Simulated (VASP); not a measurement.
# PtSe2 (P-3m1) in VASP: further runs, part 2 of 3

VASP 6.6.1. Earlier steps stand in the parts before.

**3. Single point, PBEsol (biaxial strain in the a-b plane: -3.0 %)**

The input, INCAR:

```
SYSTEM = PtSe2
  PREC = Accurate
  ENCUT = 520
  EDIFF = 1E-7
  ISMEAR = 0
  SIGMA = 0.1
  LREAL = .False.
  LASPH = .True.
  NELM = 100
  ALGO = Normal
  ISIF = 2
  LWAVE = .False.
  LCHARG = .True.
  GGA = PS
  LELF = .True.
  LVHAR = .True.
  NBANDS = 18
```

The input, KPOINTS:

```
regular mesh
0
Gamma
  18 18 12
  0 0 0
```

The input, POSCAR:

```
PtSe2
1.0
    3.6465802120      0.0000000000      0.0000000000
   -1.8232901060      3.1580311005      0.0000000000
    0.0000000000      0.0000000000      4.9561890508
Pt Se
1 2
Direct
    0.0000000000      0.0000000000      0.0000000000
    0.6666666667      0.3333333333      0.7399631401
    0.3333333333      0.6666666667      0.2600368599
```

Potentials or basis: VASP PAW PBE potentials, release 64 (Pt, Se).

Started as:

```
$ cat potpaw_PBE.64/Pt/POTCAR potpaw_PBE.64/Se/POTCAR > POTCAR
$ mpirun -np 1 vasp_std > vasp.out
```

OUTCAR:

```text
SYSTEM = PtSe2
   PREC = Accurate
   ENCUT = 520
   EDIFF = 1E-7
   ISMEAR = 0
   LREAL = .False.
   LASPH = .True.
   NELM = 100
   ISIF = 2
   GGA = PS

 ion  position               nearest neighbor table
   1  0.000  0.000  0.000-   2 2.47   3 2.47   3 2.47   2 2.47   2 2.47   3 2.47
   2  0.667  0.333  0.740-   1 2.47   1 2.47   1 2.47
   3  0.333  0.667  0.260-   1 2.47   1 2.47   1 2.47

  LATTYP: Found a hexagonal cell.
 ALAT       =     3.6465802120
 C/A-ratio  =     1.3591334244

  Lattice vectors:

 A1 = (   3.6465802120,   0.0000000000,   0.0000000000)
 A2 = (  -1.8232901060,   3.1580311005,   0.0000000000)
 A3 = (   0.0000000000,   0.0000000000,   4.9561890508)

Analysis of symmetry for initial positions (statically):
=====================================================================
 Subroutine PRICEL returns:
 Original cell was already a primitive cell.

 Routine SETGRP: Setting up the symmetry group for a
 hexagonal supercell.

 Subroutine GETGRP returns: Found 12 space group operations
 (whereof 12 operations were pure point group operations)
 out of a pool of 24 trial point group operations.

The static configuration has the point symmetry D_3d.

Analysis of symmetry for dynamics (positions and initial velocities):
=====================================================================
 Subroutine PRICEL returns:
 Original cell was already a primitive cell.

 Routine SETGRP: Setting up the symmetry group for a
 hexagonal supercell.

 Subroutine GETGRP returns: Found 12 space group operations
 (whereof 12 operations were pure point group operations)
 out of a pool of 24 trial point group operations.

The dynamic configuration has the point symmetry D_3d.

 Subroutine INISYM returns: Found 12 space group operations
 (whereof 12 operations are pure point group operations),
 and found     1 'primitive' translations

----------------------------------------------------------------------------------------

[... 115 lines left out ...]
  volume/ion in A,a.u.               =      19.03       128.39
  Fermi-wavevector in a.u.,A,eV,Ry     =   1.191422  2.251462 19.313293  1.419487
  Thomas-Fermi vector in A             =   2.327484
   LORBIT       =      0    0 simple, 1 ext, 2 COOP (PROOUT), +10 PAW based schemes
   GGA     = PS    functional components
   LHFCALC =     F    Hartree Fock is set to
   AEXX    =    0.0000 exact exchange contribution
   IVDW    =     0    specifies the selected vdW correction
   LEPSILON=     F    determine dielectric tensor
   LRPA    =     F    only Hartree local field effects (RPA)
 non-spin polarized calculation
 Gauss-broadening in eV      SIGMA  =   0.10
  energy-cutoff  :      520.00
  volume of cell :       57.08
 maximum number of plane-waves:      1558
   NGX = 13   NGY = 13   NGZ = 19

 number of electron      22.0000002 magnetization

 Free energy of the ion-electron system (eV)
  ---------------------------------------------------
  ext. energy  EPLUGINS =         0.00000000
  ---------------------------------------------------
  free energy    TOTEN  =       -15.80941113 eV

  energy without entropy =      -15.80552691  energy(sigma->0) =      -15.80746902

 E-fermi :   7.2228     XC(G=0): -11.1510

 val. band max:        7.2159583319   @ k =  -0.2778  -0.3889   0.0833
 cond. band min:       7.2251752782   @ k =   0.0556  -0.0000   0.1667
 fundamental gap:      0.0092169463
 Fermi energy:         7.2227647881

 k-point     1 :       0.0000    0.0000    0.0000
  band No.  band energies     occupation
      1      -8.9313      2.00000
      2      -5.7833      2.00000
      3      -0.5318      2.00000
      4       0.5196      2.00000
      5       0.5196      2.00000
      6       3.0069      2.00000
[... 481 lines left out ...]
      5       1.5655      2.00000
      6       2.2528      2.00000
[... 10 lines left out ...]
     17      15.8530      0.00000
     18      17.4500      0.00000

 [... further k-points ...]

------------------------ aborting loop because EDIFF is reached ----------------------------------------

  FORCE on cell =-STRESS in cart. coord.  units (eV):
  Direction    XX          YY          ZZ          XY          YZ          ZX
  --------------------------------------------------------------------------------------
  -------------------------------------------------------------------------------------
  Total        3.6460061      3.6460061      1.6608591      0.0000000     -0.0000000      0.0000000
  in kB      102.3476633    102.3476633     46.6222603      0.0000000     -0.0000000      0.0000000
  external PRESSURE =      83.7725289 kB  Pullay stress =       0.0000000 kB

 VOLUME and BASIS-vectors are now :
 -----------------------------------------------------------------------------
  energy-cutoff  :      520.00
  volume of cell :       57.08
      direct lattice vectors                 reciprocal lattice vectors
     3.646580212  0.000000000  0.000000000     0.274229536  0.158326497  0.000000000
    -1.823290106  3.158031101  0.000000000     0.000000000  0.316652993  0.000000000
     0.000000000  0.000000000  4.956189051     0.000000000  0.000000000  0.201767929

 POSITION                                       TOTAL-FORCE (eV/Angst)
 -----------------------------------------------------------------------------------
      0.00000      0.00000      0.00000        -0.000000      0.000000      0.000000
      1.82329      1.05268      3.66740         0.000000     -0.000000     -0.509125
     -0.00000      2.10535      1.28879        -0.000000      0.000000      0.509125
 -----------------------------------------------------------------------------------
    total drift:                               -0.000000     -0.000000     -0.000000

  FREE ENERGIE OF THE ION-ELECTRON SYSTEM (eV)
  ---------------------------------------------------
  free  energy   TOTEN  =       -15.8094111347 eV

  energy  without entropy=      -15.8055269092  energy(sigma->0) =      -15.80746902
```

stdout:

```text
POSCAR found type information on POSCAR PtSe
 POSCAR found :  2 types and       3 ions
 scaLAPACK will be used
 -----------------------------------------------------------------------------
|                                                                             |
|                                                                             |
|     You enforced a specific xc type in the INCAR file but a different       |
|     I HOPE YOU KNOW WHAT YOU ARE DOING!                                     |
|                                                                             |
 -----------------------------------------------------------------------------

 LDA part: xc-table for (Slater+PW92), standard interpolation
 POSCAR, INCAR and KPOINTS ok, starting setup
 FFT: planning ... GRIDC
 FFT: planning ... GRID_SOFT
 FFT: planning ... GRID
 WAVECAR not read
 entering main loop
```

Wall time 8.5 min (1 thread of Intel Xeon 8259CL, shared host); peak memory 0.51 GiB.

What came out:

```yaml
Free_energy: -15.8094 eV
Pressure: 8.4 GPa
Largest_force: 0.509 eV/Å
Band_gap_on_the_k_mesh: zero (bands 11 and 12 overlap by 0.71 eV)
```

Forces on the atoms (eV/Å):
```
Pt   0.000  0.000  0.000
Se   0.000  0.000 -0.509
Se   0.000  0.000  0.509
```

Caveat: the cell differs from its parent crystal (biaxial strain in the a-b plane: -3.0 %); the stress differs along the axes, from 5 to 10 GPa; the PAW data sets were made with another functional, which shifts forces and pressure a little; spin-orbit coupling is left out, which moves the levels of the heavy elements.

**4. Single point, PBEsol (biaxial strain in the a-b plane: -2.0 %)**

The input, INCAR:

```
SYSTEM = PtSe2
ALGO     = Normal         ! electronic algorithm
EDIFF    = 1E-7           ! SCF threshold, eV
ENCUT    = 520            ! plane-wave cutoff, eV
GGA      = PS             ! functional
ISIF     = 2              ! what is computed and relaxed
ISMEAR   = 0              ! smearing method
LASPH    = .True.         ! aspherical terms in the spheres
LCHARG   = .False.        ! write CHGCAR
LREAL    = .False.        ! projectors in reciprocal space
LWAVE    = .False.        ! write WAVECAR
NBANDS   = 18             ! bands
NELM     = 60             ! most SCF steps
PREC     = Accurate       ! precision mode
SIGMA    = 0.1            ! smearing width, eV
```

The input, KPOINTS:

```
k-points
0
Gamma
  18 18 12
  0 0 0
```

The input, POSCAR:

```
PtSe2
1.0
    3.6841738224      0.0000000000      0.0000000000
   -1.8420869112      3.1905881222      0.0000000000
    0.0000000000      0.0000000000      4.9269777204
Pt Se
1 2
Direct
    0.0000000000      0.0000000000      0.0000000000
    0.6666666667      0.3333333333      0.7392553146
    0.3333333333      0.6666666667      0.2607446854
```

Started as:

```
$ cat potpaw_PBE.64/Pt/POTCAR potpaw_PBE.64/Se/POTCAR > POTCAR
$ mpirun -np 1 vasp_std > vasp.out
```

Wall time 8.4 min (1 thread of Intel Xeon 8259CL, shared host); peak memory 0.51 GiB.

Results (log left out):

| Quantity | Value |
| --- | --- |
| Free energy | -15.8657 eV |
| Pressure | 5.2 GPa |
| Largest force | 0.294 eV/Å |
| Band gap on the k mesh | zero (bands 11 and 12 overlap by 0.77 eV) |

Forces in eV/Å, atoms in the order of the input:
```
Pt   0.000  0.000  0.000
Se   0.000  0.000 -0.294
Se   0.000  0.000  0.294
```

Stress tensor (GPa, compression positive):
```
6.42 0.00 0.00
0.00 6.42 0.00
0.00 0.00 2.70
```

Levels at points of the mesh, in eV from the Fermi level:
| k point | band 9 | band 10 | band 11 | band 12 | band 13 | band 14 |
| --- | --- | --- | --- | --- | --- | --- |
| (0.00, 0.00, 0.00) | -1.01 | -1.01 | 0.67 | 1.30 | 1.30 | 3.31 |
| (0.50, 0.00, 0.00) | -3.51 | -3.44 | -3.03 | 0.56 | 2.54 | 5.03 |
| (0.00, 0.00, 0.50) | -1.69 | -1.61 | -1.61 | 2.44 | 2.44 | 4.81 |
| (0.50, 0.00, 0.50) | -3.24 | -2.74 | -1.31 | 0.77 | 1.64 | 4.60 |

Caveat: the cell differs from its parent crystal (biaxial strain in the a-b plane: -2.0 %); the cell stands under pressure; the PAW data sets were made with another functional, which shifts forces and pressure a little; spin-orbit coupling is left out, which moves the levels of the heavy elements.

**5. Single point, PBEsol (biaxial strain in the a-b plane: -1.0 %)**

The input, INCAR:

```
SYSTEM = PtSe2
ALGO = Normal
EDIFF = 1E-6
ENCUT = 520
GGA = PS
ISIF = 2
ISMEAR = 0
LASPH = .TRUE.
LCHARG = .TRUE.
LELF = .TRUE.
LREAL = .FALSE.
LVHAR = .TRUE.
LWAVE = .FALSE.
NBANDS = 18
NELM = 60
PREC = Accurate
SIGMA = 0.1
```

The input, KPOINTS:

```
k-points
0
G
  18 18 12
  0 0 0
```

The input, POSCAR:

```
PtSe2
1.0
    3.7217674329      0.0000000000      0.0000000000
   -1.8608837164      3.2231451438      0.0000000000
    0.0000000000      0.0000000000      4.8977663901
Pt Se
1 2
Direct
    0.0000000000      0.0000000000      0.0000000000
    0.6666666667      0.3333333333      0.7393682788
    0.3333333333      0.6666666667      0.2606317212
```

Potentials or basis: VASP PAW PBE potentials, release 64 (Pt, Se).

Started as:

```
$ cat potpaw_PBE.64/Pt/POTCAR potpaw_PBE.64/Se/POTCAR > POTCAR
$ mpirun -np 1 vasp_std > vasp.out
```

OUTCAR:

```text
SYSTEM = PtSe2
   EDIFF = 1E-6
   ENCUT = 520
   GGA = PS
   ISIF = 2
   ISMEAR = 0
   LASPH = .TRUE.
   LREAL = .FALSE.
   NELM = 60
   PREC = Accurate

 ion  position               nearest neighbor table
   1  0.000  0.000  0.000-   2 2.50   3 2.50   3 2.50   2 2.50   2 2.50   3 2.50
   2  0.667  0.333  0.739-   1 2.50   1 2.50   1 2.50
   3  0.333  0.667  0.261-   1 2.50   1 2.50   1 2.50

  LATTYP: Found a hexagonal cell.
[... 699 lines left out ...]

  FORCE on cell =-STRESS in cart. coord.  units (eV):
  Direction    XX          YY          ZZ          XY          YZ          ZX
  --------------------------------------------------------------------------------------
  -------------------------------------------------------------------------------------
  Total        1.1632669      1.1632669      0.4706396      0.0000000      0.0000000     -0.0000000
  in kB       31.7221632     31.7221632     12.8342904      0.0000000      0.0000000     -0.0000000
  external PRESSURE =      25.4262056 kB  Pullay stress =       0.0000000 kB

 VOLUME and BASIS-vectors are now :
 -----------------------------------------------------------------------------
  energy-cutoff  :      520.00
  volume of cell :       58.75
      direct lattice vectors                 reciprocal lattice vectors
     3.721767433  0.000000000  0.000000000     0.268689545  0.155127981  0.000000000
    -1.860883716  3.223145144  0.000000000     0.000000000  0.310255963  0.000000000
     0.000000000  0.000000000  4.897766390     0.000000000  0.000000000  0.204174703

 POSITION                                       TOTAL-FORCE (eV/Angst)
 -----------------------------------------------------------------------------------
      0.00000      0.00000      0.00000         0.000000      0.000000      0.000000
      1.86088      1.07438      3.62125        -0.000000      0.000000     -0.148621
     -0.00000      2.14876      1.27651         0.000000     -0.000000      0.148621
 -----------------------------------------------------------------------------------
    total drift:                               -0.000000      0.000000     -0.000000

  FREE ENERGIE OF THE ION-ELECTRON SYSTEM (eV)
  ---------------------------------------------------
  free  energy   TOTEN  =       -15.8966697862 eV

  energy  without entropy=      -15.8926783803  energy(sigma->0) =      -15.89467408
```

OSZICAR:

```text
N       E                     dE             d eps       ncg     rms          rms(c)
DAV:   1     0.107678189426E+03    0.10768E+03   -0.10133E+04 14408   0.108E+03
DAV:   2    -0.117400467251E+02   -0.11942E+03   -0.11550E+03 17466   0.212E+02
DAV:   3    -0.166958652814E+02   -0.49558E+01   -0.49143E+01 17088   0.429E+01
DAV:   4    -0.167325610110E+02   -0.36696E-01   -0.36678E-01 17490   0.401E+00
DAV:   5    -0.167329115278E+02   -0.35052E-03   -0.35051E-03 17084   0.384E-01    0.132E+01
DAV:   6    -0.161358628302E+02    0.59705E+00   -0.43172E+00 14630   0.187E+01    0.797E+00
DAV:   7    -0.159246005535E+02    0.21126E+00   -0.81612E-01 14474   0.895E+00    0.396E+00
DAV:   8    -0.158991361628E+02    0.25464E-01   -0.53429E-02 15552   0.163E+00    0.818E-01
DAV:   9    -0.158966336405E+02    0.25025E-02   -0.61715E-03 15542   0.733E-01    0.190E-01
DAV:  10    -0.158966757172E+02   -0.42077E-04   -0.97058E-04 15978   0.202E-01    0.391E-02
DAV:  11    -0.158966698204E+02    0.58968E-05   -0.54111E-05 17504   0.644E-02    0.228E-02
DAV:  12    -0.158966697862E+02    0.34174E-07   -0.42055E-06 15860   0.145E-02
   1 F= -.15896670E+02 E0= -.15894674E+02  d E =-.399141E-02
```

Wall time 7.3 min (1 thread of Intel Xeon 8259CL, shared host); peak memory 0.51 GiB.

What came out:

```
Free energy            : -15.8967 eV
Pressure               : 2.5 GPa
Largest force          : 0.149 eV/Å
Band gap on the k mesh : zero (bands 11 and 12 overlap by 0.81 eV)
```

Forces in eV/Å, atoms in the order of the input:
```
Pt   0.000  0.000  0.000
Se   0.000  0.000 -0.149
Se   0.000  0.000  0.149
```

Stress tensor (GPa, compression positive):
```
3.17 0.00 0.00
0.00 3.17 0.00
0.00 0.00 1.28
```

Levels at points of the mesh, in eV from the Fermi level:
```tsv
k point	band 9	band 10	band 11	band 12	band 13	band 14
(0.00, 0.00, 0.00)	-1.02	-1.02	0.70	1.25	1.25	3.29
(0.50, 0.00, 0.00)	-3.44	-3.37	-2.98	0.55	2.52	4.97
(0.00, 0.00, 0.50)	-1.69	-1.63	-1.63	2.39	2.39	4.83
(0.50, 0.00, 0.50)	-3.19	-2.72	-1.23	0.75	1.55	4.68
```

Caveat: the cell differs from its parent crystal (biaxial strain in the a-b plane: -1.0 %); the PAW data sets were made with another functional, which shifts forces and pressure a little; spin-orbit coupling is left out, which moves the levels of the heavy elements.

[end of part 2 of 3]

The gap in the log of VASP goes by the Fermi energy; the results here count the filled bands.